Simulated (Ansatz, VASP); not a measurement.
## One calculation of Cu, two programs

File INCAR:

```
PREC = Accurate
ENCUT = 520
EDIFF = 1E-6
ISMEAR = 0
SIGMA = 0.15
LREAL = False
LASPH = True
NELM = 100
ALGO = Fast
ISIF = 2
LWAVE = False
LCHARG = False
GGA = PE
NBANDS = 18
```

File KPOINTS:

```
regular mesh
0
Gamma
  24 24 12
```

File POSCAR:

```
Cu
1.0
    2.5340966698      0.0000000000      0.0000000000
   -1.2670483349      2.1945920917      0.0000000000
    0.0000000000      0.0000000000      4.3181995500
Cu
2
Direct
    0.3333333333      0.6666666667      0.2500000000
    0.6666666667      0.3333333333      0.7500000000
```

Input for Ansatz:

```yaml
crystal:
  lattice:
    - [2.5340966698, 0.0, 0.0]
    - [-1.2670483349, 2.1945920917, 0.0]
    - [0.0, 0.0, 4.31819955]
  atoms:
    - { symbol: Cu, position: [0.3333333333, 0.6666666667, 0.25] }
    - { symbol: Cu, position: [0.6666666667, 0.3333333333, 0.75] }
basis:
  ecutwfc: 420
kpoints:
  mp_grid: { grid: [24, 24, 12] }
hamiltonian:
  xc: pbe
scf:
  occupations: { method: gaussian, width: 0.15 }
output:
  forces: true
  stress: true
  eigenvalues: true
```

Change from the starting cell: strain +0.000 along x and y, +0.050 along z, atoms carried along.

Alike in both runs: task single point; functional PBE; k mesh 24 × 24 × 12; occupations gaussian, width 0.15 eV; no spin polarisation.

|  | VASP | Ansatz |
| --- | --- | --- |
| version | VASP 6.6.1 | Ansatz 0.2.0 |
| potentials or method | VASP PAW PBE potentials, release 64 (Cu), cutoff 520 eV | scalar-relativistic, plane waves, PAW |
| valence electrons in the cell | 22 | 38 |

```tsv
	VASP	Ansatz	Ansatz less VASP
gap on the k mesh at the Fermi level (eV)	none	none	-
pressure (GPa)	0.8	-0.1	-0.92
traceless stress, the component that is largest in VASP (GPa)	-4.37	-4.34	+0.029
```

A gap of «none» marks a metal or a gap that the smearing closes. VASP's potentials hold 22 valence electrons a cell and Ansatz's 38, so a difference there can come from the potentials and not from the codes.
